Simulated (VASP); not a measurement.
Runs of VASP 6.6.1 on Sr2SO. The structure is that of space group P4/mmm (No. 123), or close to it. The cells are those of the table. 

```csv
spin,cell,k mesh,smearing,gap on the mesh (eV),pressure (GPa)
off,"a = 4.043, b = 4.043, c = 5.718 Å, 4 atoms","5 × 1 × 2, shifted",gaussian 0.1 eV,2.59,(a)
off,"a = 4.043, b = 4.043, c = 5.718 Å, 4 atoms",2 × 2 × 1,gaussian 0.1 eV,1.91,6.4
off,"a = 3.984, b = 3.984, c = 5.635 Å, 4 atoms",4 × 4 × 4,gaussian 0.1 eV,2.15,(b)
"collinear, ferromagnetic start","a = 4.174, b = 4.174, c = 5.903 Å, 4 atoms",1 × 1 × 1,methfessel-paxton 0.1 eV,0.71,11.7
```

Alike in all rows: task single point; level PBE; potentials or basis VASP PAW PBE potentials, release 64 (Sr_sv, S, O); cutoff (eV) 520.

Task: Fill in the values left out.

Result: (a) -0.9; (b) 2.9.

Caveats: some runs use coarse meshes.

A k mesh can miss the band edges, and the runs leave out spin-orbit coupling on Sr.
